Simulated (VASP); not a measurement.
Set up this calculation in VASP 6.6.1, as the native input.

- Task: single point
- Functional: PBEsol
- Potentials or basis: VASP PAW PBE potentials, release 64 (Re)
- Cutoff: 520 eV
- k mesh: 18 × 18 × 10
- Occupations: gaussian, width 0.1 eV
- Spin: no spin polarisation
- Dipole correction: no
- Further INCAR settings: ALGO = Fast; EDIFF = 1e-06; NBANDS = 14

The structure of Re lies in POSCAR:

```
Re
1.0
    2.7503660253      0.0000000000      0.0000000000
   -1.3751830126      2.3818868476      0.0000000000
    0.0000000000      0.0000000000      4.4432016763
Re
2
Direct
    0.3333333333      0.6666666667      0.2500000000
    0.6666666667      0.3333333333      0.7500000000
```

The input as run:

INCAR

```
PREC = Accurate
ENCUT = 520
EDIFF = 1E-6
ISMEAR = 0
SIGMA = 0.1
LREAL = F
LASPH = T
NELM = 100
ALGO = Fast
ISIF = 2
LWAVE = F
LCHARG = F
GGA = PS
NBANDS = 14
```

KPOINTS

```
regular mesh
0
Gamma
  18 18 10
```

Potentials or basis: VASP PAW PBE potentials, release 64 (Re).

Run with:

```bash
$ cat potpaw_PBE.64/Re/POTCAR > POTCAR
$ mpirun -np 1 vasp_std > vasp.out
```

Results of the run:

The pressure is 0.1 GPa and the band gap on the k mesh is zero (band 7 reaches 9.34 eV, above the bottom of band 8 at 6.11 eV).

Caveat: the PAW data sets were made with another functional, which shifts forces and pressure a little; spin-orbit coupling is left out, which moves the levels of the heavy elements.

It took 72 s on 1 thread of Intel(R) Xeon(R) Platinum 8259CL CPU @ 2.50GHz (Skylake/Cascade Lake) (shared host), peak memory 0.19 GiB.
